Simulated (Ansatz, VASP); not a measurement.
## BN: VASP beside Ansatz

```
B N
1.0
     0.00000    1.78992    1.78992
     1.78992    0.00000    1.78992
     1.78992    1.78992    0.00000
B N
1 1
Direct
  0.00000 0.00000 0.00000
  0.25000 0.25000 0.25000
```

Alike in both runs: functional LDA; k mesh 16 × 16 × 16; occupations gaussian, width 0.02 eV; no spin polarisation.

Ansatz relaxed the structure, and its values are those at the end. VASP's run is a single point on that final structure, the one shown.

|  | VASP | Ansatz |
| --- | --- | --- |
| version | VASP 6.6.1 | Ansatz 0.2.0 |
| potentials or method | VASP PAW LDA potentials, release 64 (B_h, N_h), cutoff 910 eV | scalar-relativistic, plane waves, PAW |
| valence electrons in the cell | 8 | 8 |

VASP gave:

```
gap on the k mesh at the Fermi level (eV) : 4.38
least direct gap on the mesh (eV)         : 8.83
```

Question: Which values does Ansatz return?

Answer: gap on the k mesh at the Fermi level (eV): 4.39; least direct gap on the mesh (eV): 8.83.

Ansatz warns that its potentials were made for another functional, while VASP's fit it. LDA's correlation is that of Perdew and Zunger in VASP and of Perdew and Wang (1992) in Ansatz.

Noted on VASP's run: the cutoff is short for stress, so the pressure is rough.
